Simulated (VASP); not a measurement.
A run of VASP 6.6.1 is set up as follows.

Contents of INCAR:

```
PREC     = Accurate       # precision mode
ENCUT    = 520            # plane-wave cutoff, eV
EDIFF    = 1E-6           # SCF threshold, eV
ISMEAR   = 0              # smearing method
SIGMA    = 0.05           # smearing width, eV
LREAL    = False          # projectors in reciprocal space
LASPH    = True           # aspherical terms in the spheres
NELM     = 60             # most SCF steps
ALGO     = Normal         # electronic algorithm
ISIF     = 2              # what is computed and relaxed
LWAVE    = False          # write WAVECAR
LCHARG   = False          # write CHGCAR
GGA      = CA             # functional
NBANDS   = 11             # bands
```

The input KPOINTS:

```
Automatic mesh
0
Gamma
  12 12 12
```

POSCAR

```
C
1.0
    0.0000000000      1.6785775248      1.7195348164
    1.6785775248      0.0000000000      1.7195348164
    1.6785775248      1.6785775248      0.0000000000
C
2
Direct
    0.5000000000      0.5000000000      0.5000000000
    0.7500000000      0.7500000000      0.7500000000
```

Potentials or basis: VASP PAW LDA potentials, release 64 (C).

Launch:

```sh
$ cat potpaw_LDA.64/C/POTCAR > POTCAR
$ mpirun -np 1 vasp_std > vasp.out
```

**Question.** Predict the band gap on the k mesh.

**Answer.** 4.20 eV, indirect (least direct gap 5.75 eV).

**Question.** What does it give for the pressure?

**Answer.** 77.6 GPa.

Stress tensor (GPa, compression positive):
```
86.56  0.00  0.00
 0.00 86.56  0.00
 0.00  0.00 59.76
```

 A k mesh can miss the band edges.
